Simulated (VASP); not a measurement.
# WSe2 in VASP: single point with r2SCAN

Aim: the single point of WSe2 with r2SCAN.

Program: VASP 6.6.1. These are calculated values, not measurements. Logs are shortened: lines on timing, memory, paths and dates and some standing lists are left out, and cuts for length are marked.

## 1. The cell of the first run

The cell holds a slab with vacuum, 9 atoms: a = 3.315 Å, b = 3.315 Å, c = 29.581 Å, α = 89.87°, β = 90.37°, γ = 120.00°.

## 2. Single point, r2SCAN

File POSCAR:

```
WSe2
1.0
    3.3148411608      0.0000161312     -0.0106014971
   -1.6574066103      2.8707410990      0.0037766661
   -0.0953183903     -0.0158229452     29.5804010659
W Se
3 6
Direct
    0.6655768901      0.3332874761     -0.0000866101
    0.3221216687      0.6644768910      0.7683754676
    0.3456340855      0.6689074739      0.2317089245
    0.3357706406      0.6672379545      0.0560961910
    0.6590003744      0.3317659985      0.8245653758
    0.6825374910      0.3361874593      0.2878607497
    0.3286993808      0.6659989379      0.9437297834
    0.6519298905      0.3305265524      0.7122269843
    0.6753962448      0.3349445896      0.1755231337
```

File INCAR.step1:

```
SYSTEM = WSe2
  PREC = Accurate
  ENCUT = 520
  ISMEAR = 0
  SIGMA = 0.05
  LREAL = .FALSE.
  LASPH = .TRUE.
  NELM = 60
  NBANDS = 49
  GGA = PE
  ALGO = Normal
  EDIFF = 1E-4
  LWAVE = .TRUE.
  LCHARG = .FALSE.
```

File INCAR.step2:

```
SYSTEM = WSe2
  PREC = Accurate
  ENCUT = 520
  EDIFF = 1E-6
  ISMEAR = 0
  SIGMA = 0.05
  LREAL = .FALSE.
  LASPH = .TRUE.
  NELM = 60
  ALGO = Normal
  ISIF = 2
  LWAVE = .FALSE.
  LCHARG = .TRUE.
  METAGGA = R2SCAN
  LMIXTAU = .TRUE.
  LELF = .TRUE.
  LVHAR = .TRUE.
  NBANDS = 49
  ISTART = 1
```

File KPOINTS:

```
regular mesh
0
G
  6 6 1
  0 0 0
```

Potentials or basis: VASP PAW PBE potentials, release 64 (W_sv, Se).

On the command line:

```bash
$ cat potpaw_PBE.64/W_sv/POTCAR potpaw_PBE.64/Se/POTCAR > POTCAR
$ cp INCAR.step1 INCAR
$ mpirun -np 1 vasp_std > vasp.out
$ cp INCAR.step2 INCAR
$ mpirun -np 1 vasp_std > vasp.out
```

OUTCAR:

```text
SYSTEM = WSe2
   PREC = Accurate
   ENCUT = 520
   EDIFF = 1E-6
   ISMEAR = 0
   LREAL = .FALSE.
   LASPH = .TRUE.
   NELM = 60
   ISIF = 2
   METAGGA = R2SCAN
   ISTART = 1

 ion  position               nearest neighbor table
   1  0.666  0.333  1.000-   7 2.53   4 2.53   4 2.53   4 2.53   7 2.53   7 2.53
   2  0.322  0.664  0.768-   8 2.53   8 2.53   8 2.53   5 2.53   5 2.53   5 2.53
   3  0.346  0.669  0.232-   6 2.53   6 2.53   6 2.53   9 2.53   9 2.53   9 2.53
   4  0.336  0.667  0.056-   1 2.53   1 2.53   1 2.53
   5  0.659  0.332  0.825-   2 2.53   2 2.53   2 2.53
   6  0.683  0.336  0.288-   3 2.53   3 2.53   3 2.53
   7  0.329  0.666  0.944-   1 2.53   1 2.53   1 2.53
   8  0.652  0.331  0.712-   2 2.53   2 2.53   2 2.53
   9  0.675  0.335  0.176-   3 2.53   3 2.53   3 2.53

  LATTYP: Found a triclinic cell.
 ALAT       =     3.3148581136
 B/A-ratio  =     0.9999945887
 C/A-ratio  =     8.9236274550
 COS(alpha) =     0.0022872209
 COS(beta)  =     0.0064204766
 COS(gamma) =     0.4999928064

  Lattice vectors:

 A1 = (   3.3148411608,   0.0000161312,  -0.0106014971)
 A2 = (   1.6574066103,  -2.8707410990,  -0.0037766661)
 A3 = (   0.0953183903,   0.0158229452, -29.5804010659)

Analysis of symmetry for initial positions (statically):
=====================================================================
 Subroutine PRICEL returns:
 Original cell was already a primitive cell.

 Routine SETGRP: Setting up the symmetry group for a
 triclinic supercell.

 Subroutine GETGRP returns: Found  1 space group operations
 (whereof  1 operations were pure point group operations)
 out of a pool of  2 trial point group operations.

The static configuration has the point symmetry C_1 .

Analysis of symmetry for dynamics (positions and initial velocities):
=====================================================================
 Subroutine PRICEL returns:
 Original cell was already a primitive cell.

 Routine SETGRP: Setting up the symmetry group for a
 triclinic supercell.

 Subroutine GETGRP returns: Found  1 space group operations
 (whereof  1 operations were pure point group operations)
 out of a pool of  2 trial point group operations.

The dynamic configuration has the point symmetry C_1 .

 Subroutine INISYM returns: Found  1 space group operations
 (whereof  1 operations are pure point group operations),
 and found     1 'primitive' translations

----------------------------------------------------------------------------------------

                                     Primitive cell

  volume of cell :     281.4864

  direct lattice vectors                    reciprocal lattice vectors
     3.314841161  0.000016131 -0.010601497     0.301676139  0.174169661  0.001065272
    -1.657406610  2.870741099  0.003776666    -0.000001099  0.348341226  0.000186329
    -0.095318390 -0.015822945 29.580401066     0.000108120  0.000017947  0.033806526

  length of vectors
     3.314858114  3.314840176 29.580558872     0.348345660  0.348341276  0.033806703

  position of ions in fractional coordinates (direct lattice)
     0.665576890  0.333287476  0.999913390
     0.322121669  0.664476891  0.768375468
     0.345634086  0.668907474  0.231708924
     0.335770641  0.667237955  0.056096191
     0.659000374  0.331765999  0.824565376
     0.682537491  0.336187459  0.287860750
     0.328699381  0.665998938  0.943729783
     0.651929890  0.330526552  0.712226984
     0.675396245  0.334944590  0.175523134

  ion indices of the primitive-cell ions
   primitive index   ion index
                 1           1
                 2           2
                 3           3
                 4           4
                 5           5
                 6           6
                 7           7
                 8           8
                 9           9

----------------------------------------------------------------------------------------

 KPOINTS: regular mesh

Automatic generation of k-mesh.
 Grid dimensions read from file:
 generate k-points for:    6    6    1

 Generating k-lattice:

  Cartesian coordinates                     Fractional coordinates (reciprocal lattice)
     0.050279357  0.029028277  0.000177545     0.166666667 -0.000000000  0.000000000
    -0.000000183  0.058056871  0.000031055     0.000000000  0.166666667 -0.000000000
     0.000108120  0.000017947  0.033806526     0.000000000 -0.000000000  1.000000000

  Length of vectors
     0.058057610  0.058056879  0.033806703

  Shift w.r.t. Gamma in fractional coordinates (k-lattice)
     0.000000000  0.000000000  0.000000000

 Subroutine IBZKPT returns following result:
 ===========================================

 Found     20 irreducible k-points:

 Following reciprocal coordinates:
            Coordinates               Weight
  0.000000  0.000000  0.000000      1.000000
  0.166667  0.000000 -0.000000      2.000000
  0.333333 -0.000000  0.000000      2.000000
  0.500000  0.000000  0.000000      1.000000
  0.000000  0.166667 -0.000000      2.000000
  0.166667  0.166667 -0.000000      2.000000
[... 12 lines left out ...]
  0.333333  0.500000  0.000000      2.000000
  0.500000  0.500000  0.000000      1.000000
   k-points           NKPTS =     20   k-points in BZ     NKDIM =     20   number of bands    NBANDS=     49
   number of dos      NEDOS =    301   number of ions     NIONS =      9
   total plane-waves  NPLWV = 175616
   dimension x,y,z NGX =    28 NGY =   28 NGZ =  224
   dimension x,y,z NGXF=    56 NGYF=   56 NGZF=  448
   ions per type =               3   6
   NGX,Y,Z   is equivalent  to a cutoff of  14.04, 14.04, 12.59 a.u.
   NGXF,Y,Z  is equivalent  to a cutoff of  28.08, 28.09, 25.18 a.u.
 SYSTEM =  WSe2
   PREC   = accura    normal or accurate (medium, high low for compatibility)
   ISTART =      1    job   : 0-new  1-cont  2-samecut
   ICHARG =      0    charge: 1-file 2-atom 10-const
   ISPIN  =      1    spin polarized calculation?
   LNONCOLLINEAR =      F non collinear calculations
   LSORBIT =      F    spin-orbit coupling
   LASPH  =      T    aspherical Exc in radial PAW
   ENCUT  =  520.0 eV  38.22 Ry    6.18 a.u.   6.16  6.16 55.00*2*pi/ulx,y,z
   NELM   =     60;   NELMIN=  2; NELMDL=  0     # of ELM steps
   EDIFF  = 0.1E-05   stopping-criterion for ELM
   LREAL  =      F    real-space projection
   EDIFFG = 0.1E-04   stopping-criterion for IOM
   NSW    =      0    number of steps for IOM
   IBRION =     -1    ionic relax: 0-MD 1-quasi-New 2-CG
   NFREE  =      0    steps in history (QN), initial steepest desc. (CG)
   ISIF   =      2    stress and relaxation
   ISYM   =      2    0-nonsym 1-usesym 2-fastsym
   POTIM  = 0.5000    time-step for ionic-motion
   TEBEG  =    0.0;   TEEND  =   0.0 temperature during run
   PSTRESS=    0.0 pullay stress
   NELECT =      78.0000    total number of electrons
   NUPDOWN=      -1.0000    fix difference up-down
   EMIN   =  10.00;   EMAX   =-10.00  energy-range for DOS
   EFERMI =   0.00;   METHOD = LEGACY
   ISMEAR =     0;   SIGMA  =   0.05  broadening in eV -4-tet -1-fermi 0-gaus
   EFERMI_NEDOS =   21; number of points for ismear=-14 and -15
   IALGO  =     38    algorithm
   IMIX   =      4    mixing-type and parameters
     AMIX     =   0.40;   BMIX     =  1.00
     AMIX_MAG =   1.60;   BMIX_MAG =  1.00
  volume/ion in A,a.u.               =      31.28       211.06
  Fermi-wavevector in a.u.,A,eV,Ry     =   1.067302  2.016908 15.498846  1.139133
  Thomas-Fermi vector in A             =   2.202914
   LORBIT       =      0    0 simple, 1 ext, 2 COOP (PROOUT), +10 PAW based schemes
   METAGGA = R2SCAN    functional components
   LHFCALC =     F    Hartree Fock is set to
   AEXX    =    0.0000 exact exchange contribution
   IVDW    =     0    specifies the selected vdW correction
   LEPSILON=     F    determine dielectric tensor
   LRPA    =     F    only Hartree local field effects (RPA)
 non-spin polarized calculation
 Gauss-broadening in eV      SIGMA  =   0.05
  energy-cutoff  :      520.00
  volume of cell :      281.49
 maximum number of plane-waves:      7614
 NGX is ok and might be reduce to    28
   NGX = 13   NGY = 13   NGZ =109

 number of electron      77.9999998 magnetization

 Free energy of the ion-electron system (eV)
  ---------------------------------------------------
  ext. energy  EPLUGINS =         0.00000000
  ---------------------------------------------------
  free energy    TOTEN  =      -245.33814810 eV

  energy without entropy =     -245.33814810  energy(sigma->0) =     -245.33814810

 E-fermi :   2.4185     XC(G=0):  -7.7693

 val. band max:        1.9881142013   @ k =   0.0000   0.0000   0.0000
 cond. band min:       3.4915933259   @ k =   0.3333   0.3333  -0.0000
 fundamental gap:      1.5034791246
 Fermi energy:         2.4184973721

 k-point     1 :       0.0000    0.0000    0.0000
  band No.  band energies     occupation
      1     -74.1537      2.00000
      2     -74.1525      2.00000
      3     -74.1525      2.00000
      4     -37.7347      2.00000
      5     -37.7331      2.00000
      6     -37.7331      2.00000
[... 41 lines left out ...]
     48       5.1217      0.00000
     49       5.1401      0.00000

 k-point     2 :       0.1667    0.0000   -0.0000
  band No.  band energies     occupation
      1     -74.1510      2.00000
      2     -74.1499      2.00000
      3     -74.1498      2.00000
      4     -37.7233      2.00000
      5     -37.7217      2.00000
      6     -37.7217      2.00000
[... 41 lines left out ...]
     48       4.7724      0.00000
     49       5.5326      0.00000

 k-point     3 :       0.3333   -0.0000    0.0000
  band No.  band energies     occupation
      1     -74.1457      2.00000
      2     -74.1445      2.00000
      3     -74.1445      2.00000
      4     -37.8015      2.00000
      5     -37.8005      2.00000
      6     -37.8005      2.00000
[... 873 lines left out ...]
     48       5.5444      0.00000
     49       6.2814      0.00000

 k-point    20 :       0.5000    0.5000    0.0000
  band No.  band energies     occupation
      1     -74.1430      2.00000
      2     -74.1419      2.00000
      3     -74.1419      2.00000
      4     -37.8581      2.00000
      5     -37.8571      2.00000
      6     -37.8571      2.00000
[... 41 lines left out ...]
     48       6.2020      0.00000
     49       6.3997      0.00000

------------------------ aborting loop because EDIFF is reached ----------------------------------------

  FORCE on cell =-STRESS in cart. coord.  units (eV):
  Direction    XX          YY          ZZ          XY          YZ          ZX
  --------------------------------------------------------------------------------------
  -------------------------------------------------------------------------------------
  Total        0.3455080      0.3456922      0.4109715     -0.0001112     -0.0001926     -0.0002152
  in kB        1.9665782      1.9676270      2.3391867     -0.0006332     -0.0010963     -0.0012249
  external PRESSURE =       2.0911306 kB  Pullay stress =       0.0000000 kB

 VOLUME and BASIS-vectors are now :
 -----------------------------------------------------------------------------
  energy-cutoff  :      520.00
  volume of cell :      281.49
      direct lattice vectors                 reciprocal lattice vectors
     3.314841161  0.000016131 -0.010601497     0.301676139  0.174169661  0.001065272
    -1.657406610  2.870741099  0.003776666    -0.000001099  0.348341226  0.000186329
    -0.095318390 -0.015822945 29.580401066     0.000108120  0.000017947  0.033806526

 POSITION                                       TOTAL-FORCE (eV/Angst)
 -----------------------------------------------------------------------------------
      1.55858      0.94097     29.57204        -0.000150     -0.000093      0.000060
     -0.10677      1.89539     22.72795        -0.000020      0.000040     -0.000188
      0.01498      1.91660      6.85290         0.000387     -0.000420      0.003019
      0.00179      1.91459      1.65831         0.000001     -0.000007      0.045520
      1.55601      0.93938     24.38524        -0.000900     -0.000183      0.042916
      1.67787      0.96056      8.50907        -0.001157      0.000149      0.042727
     -0.10420      1.89698     27.91494         0.000866      0.000174     -0.044108
      1.54534      0.93760     21.06230        -0.000125      0.000017     -0.044245
      1.66696      0.95877      5.18615         0.001098      0.000323     -0.045701
 -----------------------------------------------------------------------------------
    total drift:                               -0.000005     -0.000167     -0.000270

  FREE ENERGIE OF THE ION-ELECTRON SYSTEM (eV)
  ---------------------------------------------------
  free  energy   TOTEN  =      -245.3381480967 eV

  energy  without entropy=     -245.3381480967  energy(sigma->0) =     -245.33814810
```

Wall time 30 min (1 thread of Oxide Virtual Turin-like, shared host); peak memory 0.55 GiB.

Results:

| Quantity | Value |
| --- | --- |
| Free energy | -245.3381 eV |
| Largest force | 0.046 eV/Å |
| Band gap on the k mesh | 1.50 eV (least direct gap 1.60 eV) |

Forces in eV/Å, atoms in the order of the input:
```
W    0.000  0.000  0.000
W    0.000  0.000  0.000
W    0.000  0.000  0.003
Se   0.000  0.000  0.046
Se  -0.001  0.000  0.043
Se  -0.001  0.000  0.043
Se   0.001  0.000 -0.044
Se   0.000  0.000 -0.044
Se   0.001  0.000 -0.046
```

Caveat: there is no dipole correction, which matters where the two faces differ; the PAW data sets were made with another functional, which shifts forces and pressure a little; spin-orbit coupling is left out, which moves the levels of the heavy elements.
